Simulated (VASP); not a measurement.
# NaH (Fm-3m) in VASP: further runs

The runs below take NaH through single point, with r2SCAN.

Program: VASP 6.6.1. These are calculated values, not measurements. Logs are shortened: lines on timing, memory, paths and dates and some standing lists are left out, and cuts for length are marked.

## 1. The cell of the first run

It takes space group Fm-3m (No. 225, cubic). The conventional cell has a = 4.295 Å, b = 4.295 Å, c = 4.295 Å, α = 90.00°, β = 90.00°, γ = 90.00°. Within 2.8 Å of Na (site symmetry m-3m) lie 6 H at 2.15 Å. H (site symmetry m-3m) has 6 Na at 2.15 Å within 2.8 Å.

## 2. Single point, r2SCAN

File POSCAR:

```
NaH
1.0
    2.1475287362      2.1475287362      0.0000000000
   -2.1475287362      2.1475287362      0.0000000000
    0.0000000000      2.1475287362      2.1475287362
Na H
1 1
Direct
    0.0000000000      0.0000000000      0.0000000000
    0.5000000000      0.5000000000      0.0000000000
```

File INCAR.step1:

```
PREC = Accurate
ENCUT = 520
ISMEAR = 0
SIGMA = 0.01
LREAL = False
LASPH = True
NELM = 60
NBANDS = 11
GGA = PE
ALGO = Normal
EDIFF = 1E-4
LWAVE = True
LCHARG = False
```

File INCAR.step2:

```
PREC = Accurate
ENCUT = 520
EDIFF = 1E-7
ISMEAR = 0
SIGMA = 0.01
LREAL = False
LASPH = True
NELM = 60
ALGO = Normal
ISIF = 2
LWAVE = False
LCHARG = False
METAGGA = R2SCAN
LMIXTAU = True
NBANDS = 11
ISTART = 1
```

File KPOINTS:

```
regular mesh
0
Gamma
  8 8 8
```

Potentials or basis: VASP PAW PBE potentials, release 64 (Na_pv, H).

Launch:

```console
> cat potpaw_PBE.64/Na_pv/POTCAR potpaw_PBE.64/H/POTCAR > POTCAR
> cp INCAR.step1 INCAR
> mpirun -np 1 vasp_std > vasp.out
> cp INCAR.step2 INCAR
> mpirun -np 1 vasp_std > vasp.out
```

OUTCAR:

```text
PREC = Accurate
   ENCUT = 520
   EDIFF = 1E-7
   ISMEAR = 0
   LREAL = False
   LASPH = True
   NELM = 60
   ISIF = 2
   METAGGA = R2SCAN
   ISTART = 1

 ion  position               nearest neighbor table
   1  0.000  0.000  0.000-
   2  0.500  0.500  0.000-

  LATTYP: Found a face centered cubic cell.
 ALAT       =     4.2950574724

  Lattice vectors:

 A1 = (   0.0000000000,   2.1475287362,   2.1475287362)
 A2 = (   2.1475287362,   0.0000000000,   2.1475287362)
 A3 = (   2.1475287362,   2.1475287362,   0.0000000000)

Analysis of symmetry for initial positions (statically):
=====================================================================
 Subroutine PRICEL returns:
 Original cell was already a primitive cell.

 Routine SETGRP: Setting up the symmetry group for a
 face centered cubic supercell.

 Subroutine GETGRP returns: Found 48 space group operations
 (whereof 48 operations were pure point group operations)
 out of a pool of 48 trial point group operations.

The static configuration has the point symmetry O_h .

Analysis of symmetry for dynamics (positions and initial velocities):
=====================================================================
 Subroutine PRICEL returns:
 Original cell was already a primitive cell.

 Routine SETGRP: Setting up the symmetry group for a
 face centered cubic supercell.

 Subroutine GETGRP returns: Found 48 space group operations
 (whereof 48 operations were pure point group operations)
 out of a pool of 48 trial point group operations.

The dynamic configuration has the point symmetry O_h .

 Subroutine INISYM returns: Found 48 space group operations
 (whereof 48 operations are pure point group operations),
 and found     1 'primitive' translations

----------------------------------------------------------------------------------------

                                     Primitive cell

  volume of cell :      19.8083

  direct lattice vectors                    reciprocal lattice vectors
     2.147528736  2.147528736  0.000000000     0.232825755  0.232825755 -0.232825755
    -2.147528736  2.147528736  0.000000000    -0.232825755  0.232825755 -0.232825755
     0.000000000  2.147528736  2.147528736     0.000000000  0.000000000  0.465651511

  length of vectors
     3.037064264  3.037064264  3.037064264     0.403266037  0.403266037  0.465651511

  position of ions in fractional coordinates (direct lattice)
     0.000000000  0.000000000  0.000000000
     0.500000000  0.500000000  0.000000000

  ion indices of the primitive-cell ions
   primitive index   ion index
                 1           1
                 2           2

----------------------------------------------------------------------------------------

 KPOINTS: regular mesh

Automatic generation of k-mesh.
 Grid dimensions read from file:
 generate k-points for:    8    8    8

 Generating k-lattice:

  Cartesian coordinates                     Fractional coordinates (reciprocal lattice)
     0.029103219  0.029103219 -0.029103219     0.125000000  0.000000000  0.000000000
    -0.029103219  0.029103219 -0.029103219     0.000000000  0.125000000  0.000000000
     0.000000000  0.000000000  0.058206439     0.000000000  0.000000000  0.125000000

  Length of vectors
     0.050408255  0.050408255  0.058206439

  Shift w.r.t. Gamma in fractional coordinates (k-lattice)
     0.000000000  0.000000000  0.000000000

 Subroutine IBZKPT returns following result:
 ===========================================

 Found     29 irreducible k-points:

 Following reciprocal coordinates:
            Coordinates               Weight
  0.000000  0.000000  0.000000      1.000000
  0.125000  0.000000  0.000000      8.000000
  0.250000  0.000000  0.000000      8.000000
  0.375000  0.000000  0.000000      8.000000
  0.500000  0.000000  0.000000      4.000000
  0.125000  0.125000  0.000000     12.000000
[... 16 lines left out ...]
  0.375000  0.250000  0.125000     48.000000
  0.500000  0.250000  0.125000     24.000000
 [... further k-points ...]
   k-points           NKPTS =     29   k-points in BZ     NKDIM =     29   number of bands    NBANDS=     11
   number of dos      NEDOS =    301   number of ions     NIONS =      2
   total plane-waves  NPLWV =  13824
   dimension x,y,z NGX =    24 NGY =   24 NGZ =   24
   dimension x,y,z NGXF=    48 NGYF=   48 NGZF=   48
   ions per type =               1   1
   NGX,Y,Z   is equivalent  to a cutoff of  13.14, 13.14, 13.14 a.u.
   NGXF,Y,Z  is equivalent  to a cutoff of  26.27, 26.27, 26.27 a.u.
 SYSTEM =  unknown system
   PREC   = accura    normal or accurate (medium, high low for compatibility)
   ISTART =      1    job   : 0-new  1-cont  2-samecut
   ICHARG =      0    charge: 1-file 2-atom 10-const
   ISPIN  =      1    spin polarized calculation?
   LNONCOLLINEAR =      F non collinear calculations
   LSORBIT =      F    spin-orbit coupling
   LASPH  =      T    aspherical Exc in radial PAW
   ENCUT  =  520.0 eV  38.22 Ry    6.18 a.u.   5.65  5.65  5.65*2*pi/ulx,y,z
   NELM   =     60;   NELMIN=  2; NELMDL=  0     # of ELM steps
   EDIFF  = 0.1E-06   stopping-criterion for ELM
   LREAL  =      F    real-space projection
   EDIFFG = 0.1E-05   stopping-criterion for IOM
   NSW    =      0    number of steps for IOM
   IBRION =     -1    ionic relax: 0-MD 1-quasi-New 2-CG
   NFREE  =      0    steps in history (QN), initial steepest desc. (CG)
   ISIF   =      2    stress and relaxation
   ISYM   =      2    0-nonsym 1-usesym 2-fastsym
   POTIM  = 0.5000    time-step for ionic-motion
   TEBEG  =    0.0;   TEEND  =   0.0 temperature during run
   PSTRESS=    0.0 pullay stress
   NELECT =       8.0000    total number of electrons
   NUPDOWN=      -1.0000    fix difference up-down
   EMIN   =  10.00;   EMAX   =-10.00  energy-range for DOS
   EFERMI =   0.00;   METHOD = LEGACY
   ISMEAR =     0;   SIGMA  =   0.01  broadening in eV -4-tet -1-fermi 0-gaus
   EFERMI_NEDOS =   21; number of points for ismear=-14 and -15
   IALGO  =     38    algorithm
   IMIX   =      4    mixing-type and parameters
     AMIX     =   0.40;   BMIX     =  1.00
     AMIX_MAG =   1.60;   BMIX_MAG =  1.00
  volume/ion in A,a.u.               =       9.90        66.84
  Fermi-wavevector in a.u.,A,eV,Ry     =   1.210103  2.286764 19.923697  1.464350
  Thomas-Fermi vector in A             =   2.345660
   LORBIT       =      0    0 simple, 1 ext, 2 COOP (PROOUT), +10 PAW based schemes
   METAGGA = R2SCAN    functional components
   LHFCALC =     F    Hartree Fock is set to
   AEXX    =    0.0000 exact exchange contribution
   IVDW    =     0    specifies the selected vdW correction
   LEPSILON=     F    determine dielectric tensor
   LRPA    =     F    only Hartree local field effects (RPA)
 non-spin polarized calculation
 Gauss-broadening in eV      SIGMA  =   0.01
  energy-cutoff  :      520.00
  volume of cell :       19.81
 maximum number of plane-waves:       544
   NGX = 11   NGY = 11   NGZ = 11

 number of electron       7.9999996 magnetization

 Free energy of the ion-electron system (eV)
  ---------------------------------------------------
  ext. energy  EPLUGINS =         0.00000000
  ---------------------------------------------------
  free energy    TOTEN  =        -7.33657368 eV

  energy without entropy =       -7.33657368  energy(sigma->0) =       -7.33657368

 E-fermi :   0.0444     XC(G=0):  -9.5474

 val. band max:       -0.1185811434   @ k =   0.5000   0.5000   0.2500
 cond. band min:       4.9523672997   @ k =   0.5000   0.0000   0.0000
 fundamental gap:      5.0709484431
 Fermi energy:         0.0444486569

 k-point     1 :       0.0000    0.0000    0.0000
  band No.  band energies     occupation
      1     -22.4613      2.00000
      2     -22.4611      2.00000
      3     -22.4608      2.00000
      4      -4.7102      2.00000
      5      15.0265      0.00000
      6      19.0920      0.00000
      7      19.0928      0.00000
      8      19.0937      0.00000
      9      21.1125      0.00000
     10      21.1130      0.00000
     11      21.1134      0.00000

 k-point     2 :       0.1250    0.0000    0.0000
  band No.  band energies     occupation
      1     -22.5042      2.00000
      2     -22.4656      2.00000
      3     -22.4653      2.00000
      4      -4.3459      2.00000
      5      13.2912      0.00000
      6      16.4200      0.00000
      7      18.3705      0.00000
      8      18.3710      0.00000
      9      21.6507      0.00000
     10      21.6509      0.00000
     11      22.4949      0.00000

 k-point     3 :       0.2500    0.0000    0.0000
  band No.  band energies     occupation
      1     -22.6062      2.00000
      2     -22.4760      2.00000
      3     -22.4758      2.00000
      4      -3.3225      2.00000
      5       9.6068      0.00000
      6      15.1221      0.00000
      7      17.2750      0.00000
      8      17.2755      0.00000
      9      22.0221      0.00000
     10      22.0228      0.00000
     11      24.5482      0.00000

 k-point     4 :       0.3750    0.0000    0.0000
  band No.  band energies     occupation
      1     -22.7053      2.00000
      2     -22.4864      2.00000
      3     -22.4862      2.00000
      4      -1.9126      2.00000
      5       6.4141      0.00000
      6      14.5573      0.00000
      7      16.4758      0.00000
      8      16.4763      0.00000
      9      21.9809      0.00000
     10      21.9817      0.00000
     11      25.2153      0.00000
[... 239 lines left out ...]
 k-point    22 :       0.2500    0.2500    0.1250
  band No.  band energies     occupation
      1     -22.6276      2.00000
      2     -22.5232      2.00000
      3     -22.4908      2.00000
      4      -2.5331      2.00000
      5       9.1726      0.00000
      6      11.4581      0.00000
      7      15.6724      0.00000
      8      18.8138      0.00000
      9      20.4586      0.00000
     10      23.7374      0.00000
     11      26.5237      0.00000

 k-point    23 :       0.3750    0.2500    0.1250
  band No.  band energies     occupation
      1     -22.6776      2.00000
      2     -22.5506      2.00000
      3     -22.5048      2.00000
      4      -1.3281      2.00000
      5       7.0756      0.00000
      6      10.1762      0.00000
      7      14.6892      0.00000
      8      19.6394      0.00000
      9      20.8898      0.00000
     10      23.7328      0.00000
     11      26.6179      0.00000

 k-point    24 :       0.5000    0.2500    0.1250
  band No.  band energies     occupation
      1     -22.6987      2.00000
      2     -22.5591      2.00000
      3     -22.5126      2.00000
      4      -0.6410      2.00000
      5       5.9496      0.00000
      6       9.9100      0.00000
      7      14.2844      0.00000
      8      19.7874      0.00000
      9      20.6954      0.00000
     10      24.8491      0.00000
     11      27.6784      0.00000

 [... further k-points ...]

------------------------ aborting loop because EDIFF is reached ----------------------------------------

  FORCE on cell =-STRESS in cart. coord.  units (eV):
  Direction    XX          YY          ZZ          XY          YZ          ZX
  --------------------------------------------------------------------------------------
  -------------------------------------------------------------------------------------
  Total        1.8072144      1.8072144      1.8072144     -0.0000000      0.0000000     -0.0000000
  in kB      146.1750740    146.1750740    146.1750740     -0.0000000      0.0000000     -0.0000000
  external PRESSURE =     146.1750740 kB  Pullay stress =       0.0000000 kB

 VOLUME and BASIS-vectors are now :
 -----------------------------------------------------------------------------
  energy-cutoff  :      520.00
  volume of cell :       19.81
      direct lattice vectors                 reciprocal lattice vectors
     2.147528736  2.147528736  0.000000000     0.232825755  0.232825755 -0.232825755
    -2.147528736  2.147528736  0.000000000    -0.232825755  0.232825755 -0.232825755
     0.000000000  2.147528736  2.147528736     0.000000000  0.000000000  0.465651511

 POSITION                                       TOTAL-FORCE (eV/Angst)
 -----------------------------------------------------------------------------------
      0.00000      0.00000      0.00000        -0.000000      0.000000      0.000000
      0.00000      2.14753      0.00000         0.000000     -0.000000      0.000000
 -----------------------------------------------------------------------------------
    total drift:                               -0.000000     -0.000000     -0.000000

  FREE ENERGIE OF THE ION-ELECTRON SYSTEM (eV)
  ---------------------------------------------------
  free  energy   TOTEN  =        -7.3365736832 eV

  energy  without entropy=       -7.3365736832  energy(sigma->0) =       -7.33657368
```

Run time: 11 s. Hardware: 1 thread of Intel Xeon 6975P-C (Granite Rapids), shared host; peak memory 0.13 GiB.

Results:

| Item | Value |
| --- | --- |
| Free energy | -7.3366 eV |
| Pressure | 14.6 GPa |
| Band gap on the k mesh | 5.07 eV, indirect (least direct gap 6.00 eV) |

Levels at points of the mesh, in eV from the valence-band top:
```tsv
k point	band 1	band 2	band 3	band 4	band 5	band 6	band 7	band 8
(0.00, 0.00, 0.00)	-22.34	-22.34	-22.34	-4.59	15.15	19.21	19.21	19.21
(0.50, 0.00, 0.00)	-22.63	-22.37	-22.37	-0.93	5.07	14.52	16.31	16.31
(0.50, 0.50, 0.00)	-22.58	-22.43	-22.43	-0.28	6.14	12.10	13.99	13.99
```

Caveat: the PAW data sets were made with another functional, which shifts forces and pressure a little. A k mesh can miss the band edges.

## 3. Single point, r2SCAN

POSCAR is that of step 2.

File INCAR.step1:

```
SYSTEM = NaH
PREC = Accurate
ENCUT = 520
ISMEAR = 0
SIGMA = 0.01
LREAL = .FALSE.
LASPH = .TRUE.
NELM = 60
NBANDS = 11
GGA = PE
ALGO = Normal
EDIFF = 1E-4
LWAVE = .TRUE.
LCHARG = .FALSE.
```

File INCAR.step2:

```
SYSTEM = NaH
PREC = Accurate
ENCUT = 520
EDIFF = 1E-6
ISMEAR = 0
SIGMA = 0.01
LREAL = .FALSE.
LASPH = .TRUE.
NELM = 60
ALGO = Normal
ISIF = 2
LWAVE = .FALSE.
LCHARG = .FALSE.
METAGGA = R2SCAN
LMIXTAU = .TRUE.
NBANDS = 11
ISTART = 1
```

File KPOINTS:

```
regular mesh
0
G
  8 8 8
  0 0 0
```

Potentials or basis: VASP PAW PBE potentials, release 64 (Na_pv, H).

Launch:

```console
> cat potpaw_PBE.64/Na_pv/POTCAR potpaw_PBE.64/H/POTCAR > POTCAR
> cp INCAR.step1 INCAR
> mpirun -np 1 vasp_std > vasp.out
> cp INCAR.step2 INCAR
> mpirun -np 1 vasp_std > vasp.out
```

Wall time 11 s (1 thread of Intel Xeon 6975P-C (Granite Rapids), shared host); peak memory 0.14 GiB.

It converged, with:

```yaml
Free_energy: -7.3366 eV
Pressure: 14.6 GPa
Band_gap_on_the_k_mesh: 5.07 eV, indirect (least direct gap 6.00 eV)
```

Levels at points of the mesh, in eV from the valence-band top:
```csv
k point,band 2,band 3,band 4,band 5,band 6,band 7
"(0.00, 0.00, 0.00)",-22.34,-22.34,-4.59,15.15,19.21,19.21
"(0.50, 0.00, 0.00)",-22.37,-22.37,-0.93,5.07,14.52,16.31
"(0.50, 0.50, 0.00)",-22.43,-22.43,-0.28,6.14,12.10,13.99
```

Caveat: the PAW data sets were made with another functional, which shifts forces and pressure a little.

## 4. Single point, r2SCAN

This run uses another cell than the first one, of 10.69 Å³/atom, 1.079 times its volume.

File POSCAR:

```
NaH
1.0
    2.2029433760      2.2029433760      0.0000000000
   -2.2029433760      2.2029433760      0.0000000000
    0.0000000000      2.2029433760      2.2029433760
Na H
1 1
Direct
    0.0000000000      0.0000000000      0.0000000000
    0.5000000000      0.5000000000      0.0000000000
```

File INCAR.step1:

```
PREC = Accurate
ENCUT = 520
ISMEAR = 0
SIGMA = 0.01
LREAL = False
LASPH = True
NELM = 60
NBANDS = 11
GGA = PE
ALGO = Normal
EDIFF = 1E-4
LWAVE = True
LCHARG = False
```

File INCAR.step2:

```
PREC = Accurate
ENCUT = 520
EDIFF = 1E-6
ISMEAR = 0
SIGMA = 0.01
LREAL = False
LASPH = True
NELM = 60
ALGO = Normal
ISIF = 2
LWAVE = False
LCHARG = False
METAGGA = R2SCAN
LMIXTAU = True
NBANDS = 11
ISTART = 1
```

File KPOINTS:

```
Automatic mesh
0
Gamma
  8 8 8
```

Launch:

```console
> cat potpaw_PBE.64/Na_pv/POTCAR potpaw_PBE.64/H/POTCAR > POTCAR
> cp INCAR.step1 INCAR
> mpirun -np 1 vasp_std > vasp.out
> cp INCAR.step2 INCAR
> mpirun -np 1 vasp_std > vasp.out
```

Run time: 11 s. Hardware: 1 thread of Intel Xeon 6975P-C (Granite Rapids), shared host; peak memory 0.13 GiB.

Results (log left out):

```yaml
Free_energy: -7.4554 eV
Pressure: 9.9 GPa
Band_gap_on_the_k_mesh: 4.90 eV, indirect (least direct gap 5.83 eV)
```

Levels at points of the mesh, in eV from the valence-band top:
| k point | band 1 | band 2 | band 3 | band 4 | band 5 | band 6 | band 7 | band 8 | band 9 |
| --- | --- | --- | --- | --- | --- | --- | --- | --- | --- |
| (0.00, 0.00, 0.00) | -22.44 | -22.44 | -22.44 | -4.36 | 14.26 | 18.56 | 18.56 | 18.56 | 20.30 |
| (0.50, 0.00, 0.00) | -22.66 | -22.46 | -22.46 | -0.92 | 4.90 | 13.85 | 15.76 | 15.76 | 20.99 |
| (0.50, 0.50, 0.00) | -22.63 | -22.51 | -22.51 | -0.25 | 5.90 | 11.79 | 13.37 | 13.37 | 16.38 |

Caveat: the PAW data sets were made with another functional, which shifts forces and pressure a little. r2SCAN opens gaps a little over a GGA but as a rule still falls short of measured ones.

## 5. Single point, r2SCAN

This run uses another cell than the first one, of 11.31 Å³/atom, 1.141 times its volume.

File POSCAR:

```
NaH
1.0
    2.2443531792      2.2443531792      0.0000000000
   -2.2443531792      2.2443531792      0.0000000000
    0.0000000000      2.2443531792      2.2443531792
Na H
1 1
Direct
    0.0000000000      0.0000000000      0.0000000000
    0.5000000000      0.5000000000      0.0000000000
```

File INCAR.step1:

```
PREC = Accurate
ENCUT = 520
ISMEAR = 0
SIGMA = 0.01
LREAL = F
LASPH = T
NELM = 100
NBANDS = 11
GGA = PE
ALGO = Normal
EDIFF = 1E-4
LWAVE = T
LCHARG = F
```

File INCAR.step2:

```
PREC = Accurate
ENCUT = 520
EDIFF = 1E-7
ISMEAR = 0
SIGMA = 0.01
LREAL = F
LASPH = T
NELM = 100
ALGO = Normal
ISIF = 2
LWAVE = F
LCHARG = F
METAGGA = R2SCAN
LMIXTAU = T
NBANDS = 11
ISTART = 1
```

File KPOINTS:

```
regular mesh
0
Gamma
  8 8 8
```

Launch:

```console
> cat potpaw_PBE.64/Na_pv/POTCAR potpaw_PBE.64/H/POTCAR > POTCAR
> cp INCAR.step1 INCAR
> mpirun -np 1 vasp_std > vasp.out
> cp INCAR.step2 INCAR
> mpirun -np 1 vasp_std > vasp.out
```

It took 11 s on 1 thread of Intel Xeon 6975P-C (Granite Rapids), shared host; peak memory 0.13 GiB.

The run converged. Its results:

```yaml
Free_energy: -7.5187 eV
Pressure: 6.7 GPa
Band_gap_on_the_k_mesh: 4.79 eV, indirect (least direct gap 5.70 eV)
```

Levels at points of the mesh, in eV from the valence-band top:
```
           k point  band 1  band 2  band 3  band 4  band 5  band 6  band 7  band 8
(0.00, 0.00, 0.00)  -22.52  -22.52  -22.52   -4.19   13.65   18.10   18.10   18.10
(0.50, 0.00, 0.00)  -22.71  -22.54  -22.54   -0.91    4.79   13.39   15.37   15.37
(0.50, 0.50, 0.00)  -22.68  -22.58  -22.58   -0.23    5.74   11.57   12.94   12.94
```

Caveat: the PAW data sets were made with another functional, which shifts forces and pressure a little. r2SCAN opens gaps a little over a GGA but as a rule still falls short of measured ones.

(Part 1 of 2 ends here.)
